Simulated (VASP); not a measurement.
Wanted: the native input for a VASP 6.6.1 run.

| Item | Value |
| --- | --- |
| Task | single point |
| Functional | LDA |
| Potentials or basis | VASP PAW LDA potentials, release 64 (Au, Cu) |
| Cutoff | 520 eV |
| k mesh | 9 × 9 × 7 |
| Occupations | fermi-dirac, width 0.05 eV |
| Spin | no spin polarisation |
| Dipole correction | no |
| Further INCAR settings | ALGO = Normal; EDIFF = 1e-06; NBANDS = 18 |

The structure of CuAu lies in POSCAR:

```
CuAu
1.0
    2.7918847965      0.0000000000      0.0000000000
    0.0000000000      2.7918847965      0.0000000000
    0.0000000000      0.0000000000      3.6602677112
Au Cu
1 1
Direct
    0.0000000000      0.0000000000      0.0000000000
    0.5000000000      0.5000000000      0.5000000000
```

These files were run (other wordings do the same):

INCAR

```
SYSTEM = CuAu
ALGO     = Normal         ! electronic algorithm
EDIFF    = 1E-6           ! SCF threshold, eV
ENCUT    = 520            ! plane-wave cutoff, eV
ISIF     = 2              ! what is computed and relaxed
ISMEAR   = -1             ! smearing method
LASPH    = .True.         ! aspherical terms in the spheres
LCHARG   = .False.        ! write CHGCAR
LREAL    = .False.        ! projectors in reciprocal space
LWAVE    = .False.        ! write WAVECAR
NBANDS   = 18             ! bands
NELM     = 60             ! most SCF steps
PREC     = Accurate       ! precision mode
SIGMA    = 0.05           ! smearing width, eV
```

KPOINTS

```
k-points
0
Gamma
  9 9 7
  0 0 0
```

Potentials or basis: VASP PAW LDA potentials, release 64 (Au, Cu).

The run is started by

```sh
$ cat potpaw_LDA.64/Au/POTCAR potpaw_LDA.64/Cu/POTCAR > POTCAR
$ mpirun -np 1 vasp_std > vasp.out
```

It gave:

The pressure is -5.6 GPa and the band gap on the k mesh is zero (band 11 reaches 12.32 eV, above the bottom of band 12 at 6.78 eV).

Caveat: spin-orbit coupling is left out, which moves the levels of the heavy elements.

Run time: 27 s on 1 thread of AMD EPYC 7R43 64-Core Processor (Zen 3), with other jobs on the host, peak memory 0.12 GiB.
